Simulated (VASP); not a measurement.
# Li (P6_3/mmc) in VASP: a series of runs

Runs on Li. Level: PBEsol. Tasks: electric field gradients, single point.

Program: VASP 6.6.1. These are calculated values, not measurements. Logs are shortened: lines on timing, memory, paths and dates and some standing lists are left out, and cuts for length are marked.

## (1) The cell of the first run

It takes space group P6_3/mmc (No. 194, hexagonal). Conventional cell: a = 3.111 Å, b = 3.111 Å, c = 5.093 Å, α = 90.00°, β = 90.00°, γ = 120.00°. Li (site symmetry -6m2) has 12 Li at 3.11 to 3.12 Å within 4.1 Å.

This isn't the form of Li at room conditions, which is bcc.

## (2) Electric field gradients, PBEsol

The input, INCAR:

```
ALGO = Normal
EDIFF = 1E-8
ENCUT = 520
GGA = PS
ISIF = 2
ISMEAR = -1
LASPH = T
LCHARG = F
LEFG = T
LREAL = F
LWAVE = F
NBANDS = 10
NELM = 60
PREC = Accurate
SIGMA = 0.08
```

The input, KPOINTS:

```
k-points
0
Gamma
  15 15 8
```

The input, POSCAR:

```
Li
1.0
    3.1110021516      0.0000000000      0.0000000000
   -1.5555010758      2.6942068945      0.0000000000
    0.0000000000      0.0000000000      5.0930000000
Li
2
Direct
    0.3333333333      0.6666666667      0.2500000000
    0.6666666667      0.3333333333      0.7500000000
```

Potentials or basis: VASP PAW PBE potentials, release 64 (Li_sv).

The run is started by

```bash
> cat potpaw_PBE.64/Li_sv/POTCAR > POTCAR
> mpirun -np 1 vasp_std > vasp.out
```

OUTCAR:

```text
EDIFF = 1E-8
   ENCUT = 520
   GGA = PS
   ISIF = 2
   ISMEAR = -1
   LASPH = T
   LREAL = F
   NELM = 60
   PREC = Accurate

 ion  position               nearest neighbor table
   1  0.333  0.667  0.250-
   2  0.667  0.333  0.750-

  LATTYP: Found a hexagonal cell.
 ALAT       =     3.1110021516
 C/A-ratio  =     1.6370930497

  Lattice vectors:

 A1 = (   3.1110021516,   0.0000000000,   0.0000000000)
 A2 = (  -1.5555010758,   2.6942068945,   0.0000000000)
 A3 = (   0.0000000000,   0.0000000000,   5.0930000000)

Analysis of symmetry for initial positions (statically):
=====================================================================
 Subroutine PRICEL returns:
 Original cell was already a primitive cell.

 Routine SETGRP: Setting up the symmetry group for a
 hexagonal supercell.

 Subroutine GETGRP returns: Found 24 space group operations
 (whereof 12 operations were pure point group operations)
 out of a pool of 24 trial point group operations.

The static configuration has the point symmetry D_3d.
 The point group associated with its full space group is D_6h.

Analysis of symmetry for dynamics (positions and initial velocities):
=====================================================================
 Subroutine PRICEL returns:
 Original cell was already a primitive cell.

 Routine SETGRP: Setting up the symmetry group for a
 hexagonal supercell.

 Subroutine GETGRP returns: Found 24 space group operations
 (whereof 12 operations were pure point group operations)
 out of a pool of 24 trial point group operations.

The dynamic configuration has the point symmetry D_3d.
 The point group associated with its full space group is D_6h.

 Subroutine INISYM returns: Found 24 space group operations
 (whereof 12 operations are pure point group operations),
 and found     1 'primitive' translations

----------------------------------------------------------------------------------------

                                     Primitive cell

  volume of cell :      42.6879

  direct lattice vectors                    reciprocal lattice vectors
[... 131 lines left out ...]
  free energy    TOTEN  =        -3.93993266 eV

  energy without entropy =       -3.91838907  energy(sigma->0) =       -3.92916087

 E-fermi :   0.4880     XC(G=0):  -6.8929

 val. band max:        0.4858660828   @ k =   0.4667   0.0667   0.0000
 cond. band min:       0.4955414836   @ k =   0.4000  -0.0000   0.5000
 fundamental gap:      0.0096754008
 Fermi energy:         0.4880269707

 k-point     1 :       0.0000    0.0000    0.0000
  band No.  band energies     occupation
      1     -45.5146      2.00000
      2     -45.4994      2.00000
      3      -3.0006      2.00000
      4       0.4783      1.06081
      5       3.2361      0.00000
      6      12.5485      0.00000
      7      12.5486      0.00000
      8      13.8983      0.00000
      9      13.8983      0.00000
     10      14.4262      0.00000
[... 287 lines left out ...]
 k-point    24 :       0.4000    0.2000    0.0000
  band No.  band energies     occupation
      1     -45.4975      2.00000
      2     -45.4945      2.00000
      3       0.9948      0.00354
      4       1.9272      0.00000
      5       4.6668      0.00000
      6       5.6238      0.00000
      7       6.5201      0.00000
      8       6.6504      0.00000
      9      10.1382      0.00000
     10      10.5620      0.00000

 [... further k-points ...]

------------------------ aborting loop because EDIFF is reached ----------------------------------------

  FORCE on cell =-STRESS in cart. coord.  units (eV):
  Direction    XX          YY          ZZ          XY          YZ          ZX
  --------------------------------------------------------------------------------------
  -------------------------------------------------------------------------------------
  Total       -0.2001174     -0.2001174     -0.2029967      0.0000000     -0.0000000      0.0000000
  in kB       -7.5108742     -7.5108742     -7.6189402      0.0000000     -0.0000000      0.0000000
  external PRESSURE =      -7.5468962 kB  Pullay stress =       0.0000000 kB

 VOLUME and BASIS-vectors are now :
 -----------------------------------------------------------------------------
  energy-cutoff  :      520.00
  volume of cell :       42.69
      direct lattice vectors                 reciprocal lattice vectors
     3.111002152  0.000000000  0.000000000     0.321439829  0.185583372  0.000000000
    -1.555501076  2.694206895  0.000000000     0.000000000  0.371166744  0.000000000
     0.000000000  0.000000000  5.093000000     0.000000000  0.000000000  0.196347929

 POSITION                                       TOTAL-FORCE (eV/Angst)
 -----------------------------------------------------------------------------------
     -0.00000      1.79614      1.27325         0.000000     -0.000000      0.000000
      1.55550      0.89807      3.81975        -0.000000      0.000000      0.000000
 -----------------------------------------------------------------------------------
    total drift:                               -0.000000      0.000000      0.000000

  FREE ENERGIE OF THE ION-ELECTRON SYSTEM (eV)
  ---------------------------------------------------
  free  energy   TOTEN  =        -3.9399326634 eV

  energy  without entropy=       -3.9183890675  energy(sigma->0) =       -3.92916087

 Electric field gradients (V/A^2)
---------------------------------------------------------------------
 ion       V_xx      V_yy      V_zz      V_xy      V_xz      V_yz
---------------------------------------------------------------------
   1       0.005     0.004    -0.009    -0.001     0.000    -0.000
   2       0.005     0.004    -0.009    -0.001    -0.000     0.000
---------------------------------------------------------------------

 Electric field gradients after diagonalization (V/A^2)
 (convention: |V_zz| > |V_xx| > |V_yy|)
----------------------------------------------------------------------
 ion       V_xx      V_yy      V_zz     asymmetry (V_yy - V_xx)/ V_zz
----------------------------------------------------------------------
   1       0.006     0.003    -0.009       0.295
   2       0.006     0.003    -0.009       0.295
----------------------------------------------------------------------

           NMR quadrupolar parameters

 Cq : quadrupolar parameter    Cq=e*Q*V_zz/h
 eta: asymmetry parameters     (V_yy - V_xx)/ V_zz
 Q  : nuclear electric quadrupole moment in mb (millibarn)
----------------------------------------------------------------------
 ion       Cq(MHz)       eta       Q (mb)
----------------------------------------------------------------------
   1      -0.000       0.295       1.000
   2      -0.000       0.295       1.000
----------------------------------------------------------------------
```

OSZICAR:

```text
N       E                     dE             d eps       ncg     rms          rms(c)
DAV:   1     0.166195902620E+02    0.16620E+02   -0.32697E+03  2700   0.564E+02
DAV:   2    -0.139916850931E+01   -0.18019E+02   -0.17491E+02  3542   0.108E+02
DAV:   3    -0.390098509596E+01   -0.25018E+01   -0.24848E+01  4416   0.307E+01
DAV:   4    -0.394486387301E+01   -0.43879E-01   -0.43806E-01  3562   0.441E+00
DAV:   5    -0.394528051693E+01   -0.41664E-03   -0.41661E-03  3586   0.440E-01    0.545E-01
DAV:   6    -0.394149399642E+01    0.37865E-02   -0.12520E-03  4420   0.179E-01    0.304E-01
DAV:   7    -0.393988634167E+01    0.16077E-02   -0.23779E-03  4340   0.279E-01    0.304E-02
DAV:   8    -0.393993855960E+01   -0.52218E-04   -0.60215E-04  3724   0.133E-01    0.176E-02
DAV:   9    -0.393993274224E+01    0.58174E-05   -0.42434E-06  3286   0.150E-02    0.122E-03
DAV:  10    -0.393993294758E+01   -0.20534E-06   -0.88331E-07  3132   0.844E-03    0.152E-03
DAV:  11    -0.393993271985E+01    0.22774E-06   -0.23149E-08  3562   0.162E-03    0.230E-04
DAV:  12    -0.393993264897E+01    0.70877E-07   -0.63445E-09  2126   0.568E-04    0.162E-04
DAV:  13    -0.393993266584E+01   -0.16866E-07   -0.25675E-09  1558   0.445E-04    0.141E-05
DAV:  14    -0.393993266337E+01    0.24637E-08   -0.46853E-10  1524   0.195E-04
   1 F= -.39399327E+01 E0= -.39291609E+01  d E =-.215436E-01
```

Run time: 33 s. Hardware: 1 thread of Intel Xeon Platinum 8488C (Sapphire Rapids), shared host; peak memory 0.17 GiB.

What came out:

```
Free energy                             : -3.9399 eV
Band gap on the k mesh                  : zero (bands 3 and 4 overlap by 4.51 eV)
Largest electric field gradient by atom : under 0.05 V/Å² on every atom
```

Levels at points of the mesh, in eV from the Fermi level:
| k point | band 1 | band 2 | band 3 | band 4 | band 5 | band 6 |
| --- | --- | --- | --- | --- | --- | --- |
| (0.00, 0.00, 0.00) | -46.00 | -45.99 | -3.49 | -0.01 | 2.75 | 12.06 |
| (0.00, 0.00, 0.50) | -46.00 | -46.00 | -2.40 | -2.40 | 7.66 | 7.66 |

Caveat: the cutoff is under 1.25 times the usual one of these potentials, so pressure, stress and relaxed cells hold a basis-set (Pulay) error; the PAW data sets were made with another functional, which shifts forces and pressure a little.

## (3) Single point, PBEsol

POSCAR is that of step 2.

The input, INCAR.step1:

```
SYSTEM = Li
PREC = Accurate
ENCUT = 520
EDIFF = 1E-6
ISMEAR = -1
SIGMA = 0.08
LREAL = .FALSE.
LASPH = .TRUE.
NELM = 80
ALGO = Normal
ISIF = 2
LWAVE = .FALSE.
LCHARG = .TRUE.
GGA = PS
NBANDS = 10
```

The input, KPOINTS.step1:

```
regular mesh
0
G
  15 15 8
  0 0 0
```

The input, INCAR.step2:

```
SYSTEM = Li
PREC = Accurate
ENCUT = 520
EDIFF = 1E-6
ISMEAR = -5
SIGMA = 0.08
LREAL = .FALSE.
LASPH = .TRUE.
NELM = 80
ALGO = Normal
ISIF = 2
LWAVE = .FALSE.
LCHARG = .FALSE.
GGA = PS
LORBIT = 11
NEDOS = 1001
ICHARG = 11
```

The input, KPOINTS.step2:

```
regular mesh
0
G
  23 23 12
  0 0 0
```

Potentials or basis: VASP PAW PBE potentials, release 64 (Li_sv).

The run is started by

```bash
> cat potpaw_PBE.64/Li_sv/POTCAR > POTCAR
> cp INCAR.step1 INCAR
> cp KPOINTS.step1 KPOINTS
> mpirun -np 1 vasp_std > vasp.out
> cp INCAR.step2 INCAR
> cp KPOINTS.step2 KPOINTS
> mpirun -np 1 vasp_std > vasp.out
```

Run time: 58 s. Hardware: 1 thread of Intel Xeon Platinum 8488C (Sapphire Rapids), shared host; peak memory 0.21 GiB.

The run converged. Its results:

```yaml
Valence_electrons_inside_the_program's_atomic_spheres: Li 2.07
```

Levels at points of the mesh, in eV from the Fermi level:
| k point | band 1 | band 2 | band 3 | band 4 | band 5 | band 6 | band 7 |
| --- | --- | --- | --- | --- | --- | --- | --- |
| (0.00, 0.00, 0.00) | -46.00 | -45.98 | -3.48 | -0.01 | 2.75 | 12.06 | 12.06 |
| (0.00, 0.00, 0.50) | -45.99 | -45.99 | -2.40 | -2.40 | 7.66 | 7.66 | 12.94 |

Caveat: the cutoff is under 1.25 times the usual one of these potentials, so pressure, stress and relaxed cells hold a basis-set (Pulay) error; the PAW data sets were made with another functional, which shifts forces and pressure a little.
